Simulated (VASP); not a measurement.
Set up this calculation in VASP 6.6.1, as the native input.

| Property | Result |
| --- | --- |
| Task | single point |
| Functional | PBE |
| Potentials or basis | VASP PAW PBE potentials, release 64 (Na_pv) |
| Cutoff | 520 eV |
| k mesh | 11 × 11 × 11 |
| Occupations | fermi-dirac, width 0.08 eV |
| Spin | no spin polarisation |
| Dipole correction | no |
| Further INCAR settings | ALGO = Normal; EDIFF = 1e-07; NBANDS = 14 |

The structure of Na lies in POSCAR:

```
Na
1.0
    0.0000000000      2.9056202372      2.9056202372
    2.9056202372      0.0000000000      2.9056202372
    2.9056202372      2.9056202372      0.0000000000
Na
2
Direct
   -0.1250000000     -0.1250000000     -0.1250000000
    0.1250000000      0.1250000000      0.1250000000
```

This isn't the form of Na at room conditions, which is bcc.

The input as run:

INCAR

```
  ALGO = Normal
  EDIFF = 1E-7
  ENCUT = 520
  GGA = PE
  ISIF = 2
  ISMEAR = -1
  LASPH = T
  LCHARG = T
  LELF = T
  LREAL = F
  LVHAR = T
  LWAVE = F
  NBANDS = 14
  NELM = 100
  PREC = Accurate
  SIGMA = 0.08
```

KPOINTS

```
k-points
0
Gamma
  11 11 11
```

Potentials or basis: VASP PAW PBE potentials, release 64 (Na_pv).

The run is started by

```console
$ cat potpaw_PBE.64/Na_pv/POTCAR > POTCAR
$ mpirun -np 1 vasp_std > vasp.out
```

It gave:

| Property | Result |
| --- | --- |
| Pressure | 9.4 GPa |
| Band gap on the k mesh | zero (bands 7 and 8 overlap by 1.05 eV) |

Caveat: the cell stands under pressure.

Wall time 15 s on 1 thread of AMD EPYC 9R45 96-Core Processor (Zen 5), on a shared host, peak memory 0.15 GiB.
